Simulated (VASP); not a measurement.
Here is a VASP 6.6.1 calculation.

INCAR

```
PREC = Accurate ; ENCUT = 520
EDIFF = 1E-6 ; ISMEAR = -1
SIGMA = 0.1551 ; LREAL = Auto
LASPH = T ; NELM = 80
ALGO = Normal ; ISIF = 2
LWAVE = F ; LCHARG = F
GGA = PE ; NBANDS = 46
```

Contents of KPOINTS:

```
Automatic mesh
0
Gamma
  2 2 2
  0.5 0.5 0.5
```

POSCAR

```
AlN
1.0
    1.5860088422      2.7470478959     -5.0756326300
    1.5860088422      2.7470478959      5.0756326300
    3.1720176843     -5.4940957918      0.0000000000
Al N
8 8
Direct
    0.1644739216      0.1997887312      0.3358279549
    0.1522347593      0.1977295807      0.8021406926
    0.6426312418      0.6398132679      0.2773054111
    0.6462000414      0.6849579686      0.7997832541
    0.0698056155      0.5721561963      0.6150718830
    0.0810618046      0.6080461621      0.1355328735
    0.5398791894      0.0858461323      0.6443867312
    0.6134653200      0.0940672091      0.1566917975
    0.9887343133      0.4041492544      0.3168952526
    0.9136516384      0.3525619758      0.7907298324
    0.4558048656      0.8999735366      0.3262546332
    0.4671744028      0.8776972187      0.8016048363
    0.8577342011      0.7453775666      0.6099425520
    0.8486226524      0.8248455178      0.1362204527
    0.4012490945      0.3094211325      0.6431331534
    0.3812606149      0.2850995970      0.1327343835
```

Potentials or basis: VASP PAW PBE potentials, release 64 (Al, N).

Launch:

```console
$ cat potpaw_PBE.64/Al/POTCAR potpaw_PBE.64/N/POTCAR > POTCAR
$ mpirun -np 1 vasp_std > vasp.out
```

**Question.** Estimate the largest force.

**Answer.** 5.843 eV/Å.

**Question.** Estimate the band gap on the k mesh.

**Answer.** 4.27 eV, indirect (least direct gap 4.34 eV).

**Question.** What does it give for the pressure?

**Answer.** -2.3 GPa.

Forces on the atoms (eV/Å):
```
Al  -2.218  2.607 -0.823
Al  -1.032 -1.803 -0.969
Al   3.056 -0.265  1.671
Al   0.785  1.990 -0.565
Al   3.909 -2.696  3.404
Al  -0.199  0.381  0.691
Al   0.258  1.715 -0.256
Al  -1.582 -0.390  1.460
N   -3.191  1.148 -1.530
N    2.661  1.744 -2.068
N   -2.026  0.948 -1.321
N   -0.295 -2.556 -0.289
N    1.742  0.797  0.917
N    0.566 -0.071 -1.813
N   -0.591 -2.702  1.623
N   -1.841 -0.846 -0.131
```

Caveat: the k points lie up to 0.65 Å⁻¹ apart; forces of over 1 eV/Å act on the atoms, so gaps and moduli don't describe the material at rest. A k mesh can miss the band edges.
